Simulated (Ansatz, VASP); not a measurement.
## CdSe: VASP beside Ansatz

POSCAR

```
CdSe
1.0
   -0.0398307578      3.0586280172      3.0586280172
    3.0586280172     -0.0398307578      3.0586280172
    3.0586280172      3.0586280172     -0.0398307578
Cd Se
1 1
Direct
   -0.0013673382     -0.0013673382     -0.0013673382
    0.2513673382      0.2513673382      0.2513673382
```

File INCAR.step1:

```
SYSTEM = CdSe
ALGO = Normal ; EDIFF = 1E-4
ENCUT = 520 ; GGA = PE
ISMEAR = 0 ; LASPH = .True.
LCHARG = .False. ; LREAL = .False.
LWAVE = .True. ; NBANDS = 16
NELM = 80 ; PREC = Accurate
SIGMA = 0.01
```

INCAR.step2

```
SYSTEM = CdSe
ALGO = Normal ; EDIFF = 1E-7
ENCUT = 520 ; ISIF = 2
ISMEAR = 0 ; ISTART = 1
LASPH = .True. ; LCHARG = .False.
LMIXTAU = .True. ; LREAL = .False.
LWAVE = .False. ; METAGGA = R2SCAN
NBANDS = 16 ; NELM = 80
PREC = Accurate ; SIGMA = 0.01
```

KPOINTS

```
k-points
0
Gamma
  8 8 8
  0 0 0
```

Input for Ansatz:

```yaml
crystal:
  lattice:
    - [-0.0398307578, 3.0586280172, 3.0586280172]
    - [3.0586280172, -0.0398307578, 3.0586280172]
    - [3.0586280172, 3.0586280172, -0.0398307578]
  atoms:
    - { symbol: Cd, position: [-0.0013673382, -0.0013673382, -0.0013673382] }
    - { symbol: Se, position: [0.2513673382, 0.2513673382, 0.2513673382] }
kpoints:
  mp_grid: { grid: [8, 8, 8] }
  band_path:
    path:
      - [0.0, 0.0, 0.0]
      - [-0.5, -0.5, 0.0]
      - [-0.375, -0.375, 0.25]
      - [-0.375, 0.0, 0.375]
      - [0.0, 0.0, 0.5]
      - [-0.5, -0.25, 0.25]
    npoints: 1
hamiltonian:
  xc: r2scan
scf:
  occupations: { method: fixed }
  n_extra_bands: 4
output:
  forces: true
  stress: true
  eigenvalues: true
  write_density: true
  write_potential: true
  elf: true
  volumetric_format: npy
```

Change from the starting cell: epitaxial_111 strain +1.0%.

Alike in both runs: task single point; functional r2SCAN; k mesh 8 × 8 × 8; no spin polarisation.

```csv
,VASP,Ansatz
version,VASP 6.6.1,Ansatz 0.2.0
potentials or method,"VASP PAW PBE potentials, release 64 (Cd, Se)","plane waves, PAW"
plane-wave cutoff (eV),520,500
occupations,"gaussian, width 0.01 eV",fixed
valence electrons in the cell,18,36
```

Ansatz gave:

* gap on the k mesh at the Fermi level (eV): 0.96
* pressure (GPa): -0.6
* traceless stress, the component that is largest in VASP (GPa): 0.29

Problem. Estimate VASP's values.

Solution. gap on the k mesh at the Fermi level (eV): 0.95; pressure (GPa): -0.4; traceless stress, the component that is largest in VASP (GPa): 0.29.

VASP's potentials were made for PBE, not for r2SCAN. VASP's potentials hold 18 valence electrons a cell and Ansatz's 36, so a difference there can come from the potentials and not from the codes.
